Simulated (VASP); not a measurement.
# BiSb2O2 (I4/mmm) in VASP: notebook

Runs on BiSb2O2. Level: PBE. Tasks: single point, relaxation of cell and atoms.

Program: VASP 6.6.1. These are calculated values, not measurements. Logs are shortened: lines on timing, memory, paths and dates and some standing lists are left out, and cuts for length are marked.

## Step 1: The cell of the first run

The structure is tetragonal, space group I4/mmm (No. 139). Conventional cell: a = 3.809 Å, b = 3.809 Å, c = 13.930 Å, α = 90.00°, β = 90.00°, γ = 90.00°. Sb (site symmetry 4mm) has 4 O at 2.28 Å within 3.0 Å. Bi (site symmetry 4/mmm) has 10 Sb at 3.49 to 4.74 Å and 4 Bi at 3.81 Å and 8 O at 3.97 Å within 4.8 Å. O (site symmetry -4m2) has 4 Sb at 2.28 Å and 4 O at 2.69 Å within 3.0 Å.

The cell was generated, and may not be a known phase.

## Step 2: Single point, PBE

INCAR

```
PREC = Accurate
ENCUT = 520
EDIFF = 1E-7
ISMEAR = 0
SIGMA = 0.1
LREAL = F
LASPH = T
NELM = 60
ALGO = Normal
ISIF = 2
LWAVE = F
LCHARG = F
GGA = PE
NBANDS = 26
```

KPOINTS

```
regular mesh
0
Gamma
  6 6 6
```

POSCAR

```
BiSb2O2
1.0
   -1.9044001795      1.9044001795      6.9649437632
    1.9044001795     -1.9044001795      6.9649437632
    1.9044001795      1.9044001795     -6.9649437632
Sb Bi O
2 1 2
Direct
    0.6597306629      0.6597306629      0.0000000000
    0.3402693371      0.3402693371      0.0000000000
    0.0000000000      0.0000000000      0.0000000000
    0.7500000000      0.2500000000      0.5000000000
    0.2500000000      0.7500000000      0.5000000000
```

Potentials or basis: VASP PAW PBE potentials, release 64 (Sb, Bi_d, O).

Command:

```sh
> cat potpaw_PBE.64/Sb/POTCAR potpaw_PBE.64/Bi_d/POTCAR potpaw_PBE.64/O/POTCAR > POTCAR
> mpirun -np 1 vasp_std > vasp.out
```

OUTCAR:

```text
PREC = Accurate
   ENCUT = 520
   EDIFF = 1E-7
   ISMEAR = 0
   LREAL = F
   LASPH = T
   NELM = 60
   ISIF = 2
   GGA = PE

 ion  position               nearest neighbor table
   1  0.660  0.660  0.000-   5 2.28   4 2.28   4 2.28   5 2.28   3 3.49   3 3.49   3 3.49   3 3.49
                             2 3.68   2 3.68   2 3.68   2 3.68
   2  0.340  0.340  0.000-   4 2.28   5 2.28   5 2.28   4 2.28   3 3.49   3 3.49   3 3.49   3 3.49
                             1 3.68   1 3.68   1 3.68   1 3.68
   3  0.000  0.000  0.000-   1 3.49   1 3.49   1 3.49   2 3.49   1 3.49   2 3.49   2 3.49   2 3.49

   4  0.750  0.250  0.500-   2 2.28   1 2.28   2 2.28   1 2.28
   5  0.250  0.750  0.500-   2 2.28   1 2.28   2 2.28   1 2.28

  LATTYP: Found a body centered tetragonal cell.
 ALAT       =     3.8088003590
 C/A-ratio  =     3.6572900161

  Lattice vectors:

 A1 = (  -1.9044001795,   1.9044001795,   6.9649437632)
 A2 = (   1.9044001795,  -1.9044001795,   6.9649437632)
 A3 = (   1.9044001795,   1.9044001795,  -6.9649437632)

Analysis of symmetry for initial positions (statically):
=====================================================================
 Subroutine PRICEL returns:
 Original cell was already a primitive cell.

 Routine SETGRP: Setting up the symmetry group for a
 body centered tetragonal supercell.

 Subroutine GETGRP returns: Found 16 space group operations
 (whereof 16 operations were pure point group operations)
 out of a pool of 16 trial point group operations.

The static configuration has the point symmetry D_4h.

Analysis of symmetry for dynamics (positions and initial velocities):
=====================================================================
 Subroutine PRICEL returns:
 Original cell was already a primitive cell.

 Routine SETGRP: Setting up the symmetry group for a
 body centered tetragonal supercell.

 Subroutine GETGRP returns: Found 16 space group operations
 (whereof 16 operations were pure point group operations)
 out of a pool of 16 trial point group operations.

The dynamic configuration has the point symmetry D_4h.

 Subroutine INISYM returns: Found 16 space group operations
 (whereof 16 operations are pure point group operations),
 and found     1 'primitive' translations

----------------------------------------------------------------------------------------

                                     Primitive cell

  volume of cell :     101.0402
[... 95 lines left out ...]
   EDIFF  = 0.1E-06   stopping-criterion for ELM
   LREAL  =      F    real-space projection
   EDIFFG = 0.1E-05   stopping-criterion for IOM
   NSW    =      0    number of steps for IOM
   IBRION =     -1    ionic relax: 0-MD 1-quasi-New 2-CG
   NFREE  =      0    steps in history (QN), initial steepest desc. (CG)
   ISIF   =      2    stress and relaxation
   ISYM   =      2    0-nonsym 1-usesym 2-fastsym
   POTIM  = 0.5000    time-step for ionic-motion
   TEBEG  =    0.0;   TEEND  =   0.0 temperature during run
   PSTRESS=    0.0 pullay stress
   NELECT =      37.0000    total number of electrons
   NUPDOWN=      -1.0000    fix difference up-down
   EMIN   =  10.00;   EMAX   =-10.00  energy-range for DOS
   EFERMI =   0.00;   METHOD = LEGACY
   ISMEAR =     0;   SIGMA  =   0.10  broadening in eV -4-tet -1-fermi 0-gaus
   EFERMI_NEDOS =   21; number of points for ismear=-14 and -15
   IALGO  =     38    algorithm
   IMIX   =      4    mixing-type and parameters
     AMIX     =   0.40;   BMIX     =  1.00
     AMIX_MAG =   1.60;   BMIX_MAG =  1.00
  volume/ion in A,a.u.               =      20.21       136.37
  Fermi-wavevector in a.u.,A,eV,Ry     =   1.171235  2.213313 18.664357  1.371792
  Thomas-Fermi vector in A             =   2.307682
   LORBIT       =      0    0 simple, 1 ext, 2 COOP (PROOUT), +10 PAW based schemes
   GGA     = PE    functional components
   LHFCALC =     F    Hartree Fock is set to
   AEXX    =    0.0000 exact exchange contribution
   IVDW    =     0    specifies the selected vdW correction
   LEPSILON=     F    determine dielectric tensor
   LRPA    =     F    only Hartree local field effects (RPA)
 non-spin polarized calculation
 Gauss-broadening in eV      SIGMA  =   0.10
  energy-cutoff  :      520.00
  volume of cell :      101.04
 maximum number of plane-waves:      2735
   NGX = 27   NGY = 27   NGZ = 27

 number of electron      36.9999999 magnetization

 Free energy of the ion-electron system (eV)
  ---------------------------------------------------
  ext. energy  EPLUGINS =         0.00000000
  ---------------------------------------------------
  free energy    TOTEN  =       -25.11859491 eV

  energy without entropy =      -25.11057758  energy(sigma->0) =      -25.11458624

 E-fermi :   7.8060     XC(G=0): -10.2867

 val. band max:        7.7128831607   @ k =  -0.3333  -0.3333   0.1667
 cond. band min:       7.8098541816   @ k =  -0.1667  -0.1667   0.1667
 fundamental gap:      0.0969710209
 Fermi energy:         7.8059567056

 k-point     1 :       0.0000    0.0000    0.0000
  band No.  band energies     occupation
      1     -14.7658      2.00000
      2     -14.7133      2.00000
      3     -14.6699      2.00000
      4     -14.6695      2.00000
      5     -14.6695      2.00000
      6     -12.9318      2.00000
[... 685 lines left out ...]
     25      12.4422      0.00000
     26      12.8748      0.00000

 [... further k-points ...]

------------------------ aborting loop because EDIFF is reached ----------------------------------------

  FORCE on cell =-STRESS in cart. coord.  units (eV):
  Direction    XX          YY          ZZ          XY          YZ          ZX
  --------------------------------------------------------------------------------------
  -------------------------------------------------------------------------------------
  Total       -0.3787852     -0.3787852     -0.2819314      0.0000000     -0.0000000      0.0000000
  in kB       -6.0063345     -6.0063345     -4.4705407      0.0000000     -0.0000000      0.0000000
  external PRESSURE =      -5.4944032 kB  Pullay stress =       0.0000000 kB

 VOLUME and BASIS-vectors are now :
 -----------------------------------------------------------------------------
  energy-cutoff  :      520.00
  volume of cell :      101.04
      direct lattice vectors                 reciprocal lattice vectors
    -1.904400180  1.904400180  6.964943763     0.000000000  0.262549860  0.071788089
     1.904400180 -1.904400180  6.964943763     0.262549860  0.000000000  0.071788089
     1.904400180  1.904400180 -6.964943763     0.262549860  0.262549860  0.000000000

 POSITION                                       TOTAL-FORCE (eV/Angst)
 -----------------------------------------------------------------------------------
      0.00000      0.00000      9.18997         0.000000      0.000000      0.107570
      0.00000      0.00000      4.73991        -0.000000     -0.000000     -0.107570
      0.00000      0.00000      0.00000        -0.000000     -0.000000      0.000000
     -0.00000      1.90440      3.48247        -0.000000     -0.000000      0.000000
      1.90440     -0.00000      3.48247        -0.000000     -0.000000     -0.000000
 -----------------------------------------------------------------------------------
    total drift:                               -0.000000     -0.000000      0.000000

  FREE ENERGIE OF THE ION-ELECTRON SYSTEM (eV)
  ---------------------------------------------------
  free  energy   TOTEN  =       -25.1185949118 eV

  energy  without entropy=      -25.1105775752  energy(sigma->0) =      -25.11458624
```

stdout:

```text
POSCAR found type information on POSCAR SbBiO
 POSCAR found :  3 types and       5 ions
 scaLAPACK will be used
 LDA part: xc-table for (Slater+PW92), standard interpolation
 POSCAR, INCAR and KPOINTS ok, starting setup
 FFT: planning ... GRIDC
 FFT: planning ... GRID_SOFT
 FFT: planning ... GRID
 WAVECAR not read
 entering main loop
```

Run time: 6.3 min. Hardware: 1 thread of Intel Xeon 8259CL, shared host; peak memory 0.45 GiB.

What came out:

```yaml
Free_energy: -25.1186 eV
Pressure: -0.5 GPa
Largest_force: 0.108 eV/Å
Band_gap_on_the_k_mesh: zero (an odd number of electrons rules out a gap without spin polarisation)
```

Forces in eV/Å, atoms in the order of the input:
```
Sb   0.000  0.000  0.108
Sb   0.000  0.000 -0.108
Bi   0.000  0.000  0.000
O    0.000  0.000  0.000
O    0.000  0.000  0.000
```

Stress tensor (GPa, compression positive):
```
-0.60  0.00  0.00
 0.00 -0.60  0.00
 0.00  0.00 -0.45
```

Caveat: spin-orbit coupling is left out, which moves the levels of the heavy elements; an odd number of electrons without spin polarisation forces a metal; a magnetic or distorted state may lie lower.

## Step 3: Single point, PBE

This run uses another cell than the first one, of 20.91 Å³/atom.

INCAR

```
SYSTEM = BiSb2O2
ALGO     = Normal         ! electronic algorithm
EDIFF    = 1E-7           ! SCF threshold, eV
ENCUT    = 520            ! plane-wave cutoff, eV
GGA      = PE             ! functional
ISIF     = 2              ! what is computed and relaxed
ISMEAR   = 0              ! smearing method
LASPH    = .True.         ! aspherical terms in the spheres
LCHARG   = .False.        ! write CHGCAR
LREAL    = .False.        ! projectors in reciprocal space
LWAVE    = .False.        ! write WAVECAR
NBANDS   = 26             ! bands
NELM     = 100            ! most SCF steps
PREC     = Accurate       ! precision mode
SIGMA    = 0.1            ! smearing width, eV
```

KPOINTS

```
k-points
0
Gamma
  6 6 6
  0 0 0
```

POSCAR

```
BiSb2O2
1.0
   -2.1053512600      2.1053512600      5.8960869400
    2.1053512600     -2.1053512600      5.8960869400
    2.1053512600      2.1053512600     -5.8960869400
Sb Bi O
2 1 2
Direct
    0.6129752400      0.6129752400      0.0000000000
    0.3870247600      0.3870247600      0.0000000000
    0.0000000000      0.0000000000      0.0000000000
    0.7500000000      0.2500000000      0.5000000000
    0.2500000000      0.7500000000      0.5000000000
```

Potentials or basis: VASP PAW PBE potentials, release 64 (Sb, Bi_d, O).

Command:

```sh
> cat potpaw_PBE.64/Sb/POTCAR potpaw_PBE.64/Bi_d/POTCAR potpaw_PBE.64/O/POTCAR > POTCAR
> mpirun -np 1 vasp_std > vasp.out
```

Run time: 4.9 min. Hardware: 1 thread of Intel Xeon 8259CL, shared host; peak memory 0.4 GiB.

The run converged. Its results:

| Property | Result |
| --- | --- |
| Free energy | -21.3862 eV |
| Pressure | -5.5 GPa |
| Largest force | 6.349 eV/Å |
| Band gap on the k mesh | zero (an odd number of electrons rules out a gap without spin polarisation) |

Forces in eV/Å, atoms in the order of the input:
```
Sb   0.000  0.000  6.349
Sb   0.000  0.000 -6.349
Bi   0.000  0.000  0.000
O    0.000  0.000  0.000
O    0.000  0.000  0.000
```

Stress tensor (GPa, compression positive):
```
-6.19  0.00  0.00
 0.00 -6.19  0.00
 0.00  0.00 -3.97
```

Levels at points of the mesh, in eV from the Fermi level:
```
           k point  band 14  band 15  band 16  band 17  band 18  band 19  band 20  band 21  band 22  band 23
(0.00, 0.00, 0.00)    -2.80    -1.83    -1.26    -0.88    -0.82    -0.82     0.20     2.98     2.98     3.99
(0.50, 0.00, 0.00)    -2.48    -2.21    -1.24    -0.52     0.16     0.20     0.25     0.67     1.60     2.67
(0.50, 0.50, 0.00)    -3.33    -2.37    -1.29    -0.54    -0.54     0.09     0.28     1.49     2.47     5.08
(0.50, 0.50, 0.50)    -1.76    -1.22    -1.22    -1.05    -1.05     0.84     1.02     1.82     1.82     3.43
```

Caveat: the cell stands under tension; spin-orbit coupling is left out, which moves the levels of the heavy elements; an odd number of electrons without spin polarisation forces a metal; a magnetic or distorted state may lie lower.

## Step 4: Relaxation of cell and atoms, PBE

This run uses another cell than the first one, of 20.91 Å³/atom.

INCAR

```
PREC     = Accurate       # precision mode
ENCUT    = 600            # plane-wave cutoff, eV
EDIFF    = 1E-6           # SCF threshold, eV
ISMEAR   = 0              # smearing method
SIGMA    = 0.1            # smearing width, eV
LREAL    = False          # projectors in reciprocal space
LASPH    = True           # aspherical terms in the spheres
NELM     = 100            # most SCF steps
ALGO     = Normal         # electronic algorithm
ISIF     = 3              # what is computed and relaxed
LWAVE    = False          # write WAVECAR
LCHARG   = False          # write CHGCAR
GGA      = PE             # functional
IBRION   = 2              # ionic algorithm
NSW      = 90             # ionic steps
EDIFFG   = -0.04          # ionic threshold
```

KPOINTS

```
Automatic mesh
0
Gamma
  6 6 6
```

POSCAR is that of step 3.

Command:

```sh
> cat potpaw_PBE.64/Sb/POTCAR potpaw_PBE.64/Bi_d/POTCAR potpaw_PBE.64/O/POTCAR > POTCAR
> mpirun -np 1 vasp_std > vasp.out
```

Run time: 41 min. Hardware: 1 thread of Intel Xeon 8259CL, shared host; peak memory 0.5 GiB.

Results (log left out):

* Free energy: -25.1244 eV
* Relaxed volume: 20.10 Å³/atom
* Relaxed cell: a = 7.475 Å, b = 7.475 Å, c = 7.475 Å, α = 150.58°, β = 150.58°, γ = 42.09°
* Space group after relaxing (to 0.1 Å): I4/mmm (No. 139)
* Energy gained by relaxing: 747.2 meV/atom
* Ionic steps: 15
* Pressure after relaxing: 0.0 GPa
* Band gap on the k mesh: zero (an odd number of electrons rules out a gap without spin polarisation)

Forces on the atoms (eV/Å):
```
Sb   0.000  0.000 -0.002
Sb   0.000  0.000  0.002
Bi   0.000  0.000  0.000
O    0.000  0.000  0.000
O    0.000  0.000  0.000
```

Stress tensor (GPa, compression positive):
```
 0.07  0.00  0.00
 0.00  0.07  0.00
 0.00  0.00 -0.21
```

Step by step:
```csv
step,energy change (eV),largest force (eV/Å),pressure (GPa),volume (Å³)
1,0.0000,6.3503,-5.48,104.54
2,-2.8433,2.1228,-2.42,94.08
3,-3.0044,0.9864,9.08,87.88
4,-3.1368,0.3206,3.04,90.44
5,-3.1371,0.1826,3.58,90.17
6,-3.4174,0.1954,0.04,94.92
7,-3.6008,0.2971,-3.15,102.01
8,-3.6147,0.3440,-3.84,104.10
9,-3.7100,0.6549,1.69,100.28
10,-3.7213,0.3932,0.24,101.21
11,-3.7343,0.1184,-0.20,101.24
12,-3.7348,0.0449,-0.31,101.25
13,-3.7356,0.0675,0.13,100.62
14,-3.7356,0.0666,0.12,100.64
15,-3.7361,0.0023,-0.02,100.52
```

Final structure:
```
Sb Bi O
1.0
    -1.89792    1.89792    6.97638
     1.89792   -1.89792    6.97638
     1.89792    1.89792   -6.97638
Sb Bi O
2 1 2
Cartesian
  0.0000 0.0000 9.2097
  0.0000 0.0000 4.7430
  0.0000 0.0000 0.0000
  0.0000 1.8979 3.4882
  1.8979 0.0000 3.4882
```

Levels at points of the mesh, in eV from the Fermi level:
| k point | band 16 | band 17 | band 18 | band 19 | band 20 | band 21 |
| --- | --- | --- | --- | --- | --- | --- |
| (0.00, 0.00, 0.00) | -3.57 | -1.10 | -0.09 | -0.09 | 0.41 | 3.33 |
| (0.50, 0.00, 0.00) | -3.82 | -1.96 | -0.79 | 1.27 | 2.19 | 2.74 |
| (0.50, 0.50, 0.00) | -3.03 | -3.03 | -2.49 | -0.79 | -0.51 | 1.69 |
| (0.50, 0.50, 0.50) | -2.66 | -0.95 | 0.51 | 0.56 | 0.56 | 1.50 |

Caveat: spin-orbit coupling is left out, which moves the levels of the heavy elements; an odd number of electrons without spin polarisation forces a metal; a magnetic or distorted state may lie lower.

## Step 5: Single point, PBE

This run uses another cell than the first one, of 20.36 Å³/atom.

INCAR

```
SYSTEM = BiSb2O2
  PREC = Accurate
  ENCUT = 520
  EDIFF = 1E-6
  ISMEAR = 0
  SIGMA = 0.1
  LREAL = .FALSE.
  LASPH = .TRUE.
  NELM = 60
  ALGO = Normal
  ISIF = 2
  LWAVE = .FALSE.
  LCHARG = .FALSE.
  GGA = PE
  NBANDS = 26
```

KPOINTS

```
regular mesh
0
G
  14 14 14
  0 0 0
```

POSCAR

```
BiSb2O2
1.0
   -1.9030603381      1.9030603381      7.0283304007
    1.9030603381     -1.9030603381      7.0283304007
    1.9030603381      1.9030603381     -7.0283304007
Sb Bi O
2 1 2
Direct
    0.6607371819      0.6607371819      0.0000000000
    0.3392628181      0.3392628181      0.0000000000
    0.0000000000      0.0000000000      0.0000000000
    0.7500000000      0.2500000000      0.5000000000
    0.2500000000      0.7500000000      0.5000000000
```

Command:

```sh
> cat potpaw_PBE.64/Sb/POTCAR potpaw_PBE.64/Bi_d/POTCAR potpaw_PBE.64/O/POTCAR > POTCAR
> mpirun -np 1 vasp_std > vasp.out
```

Wall time 31 min (1 thread of Intel Xeon 8259CL, shared host); peak memory 0.88 GiB.

It converged, with:

- Free energy: -25.1405 eV
- Pressure: -0.5 GPa
- Largest force: 0.086 eV/Å
- Band gap on the k mesh: zero (an odd number of electrons rules out a gap without spin polarisation)

Forces in eV/Å, atoms in the order of the input:
```
Sb   0.000  0.000  0.086
Sb   0.000  0.000 -0.086
Bi   0.000  0.000  0.000
O    0.000  0.000  0.000
O    0.000  0.000  0.000
```

Levels at points of the mesh, in eV from the Fermi level:
```tsv
k point	band 15	band 16	band 17	band 18	band 19	band 20	band 21	band 22
(0.00, 0.00, 0.00)	-3.80	-3.55	-1.11	-0.03	-0.03	0.41	3.31	3.31
(0.50, 0.00, 0.00)	-5.12	-3.81	-1.93	-0.83	1.23	2.21	2.74	2.74
(0.50, 0.50, 0.00)	-3.38	-3.01	-3.01	-2.43	-0.78	-0.49	1.68	1.93
(0.50, 0.50, 0.50)	-3.78	-2.66	-1.00	0.48	0.62	0.62	1.50	1.50
```

Caveat: spin-orbit coupling is left out, which moves the levels of the heavy elements; an odd number of electrons without spin polarisation forces a metal; a magnetic or distorted state may lie lower.

## Step 6: The runs side by side

| task | cell | k mesh | cutoff (eV) | gap on the mesh (eV) | pressure (GPa) | largest force (eV/Å) |
| --- | --- | --- | --- | --- | --- | --- |
| single point | a = 7.468 Å, angles 150.4, 150.4, 42.3°, 5 atoms, atomic positions A | 6 × 6 × 6 | 520 | none | -0.5 | 0.11 |
| single point | a = 6.605 Å, angles 142.8, 142.8, 53.6°, 5 atoms, atomic positions B | 6 × 6 × 6 | 520 | none | -5.5 | 6.35 |
| relaxation of cell and atoms | relaxed from a = 6.605 Å, angles 142.8, 142.8, 53.6°, 5 atoms, atomic positions B | 6 × 6 × 6 | 600 | none | 0.0 | - |
| single point | a = 7.526 Å, angles 150.7, 150.7, 41.9°, 5 atoms, atomic positions C | 14 × 14 × 14 | 520 | none | -0.5 | 0.09 |

Alike in all rows: level PBE; potentials or basis VASP PAW PBE potentials, release 64 (Sb, Bi_d, O); no spin polarisation; smearing gaussian 0.1 eV.

Caveats: spin-orbit coupling is left out, which moves the levels of the heavy elements; an odd number of electrons without spin polarisation forces a metal; a magnetic or distorted state may lie lower; the cell stands under tension (at least some runs).

Total energies depend on the potentials used, so only differences within one code and one set of settings carry meaning.

The gap in the log of VASP goes by the Fermi energy; the results here count the filled bands.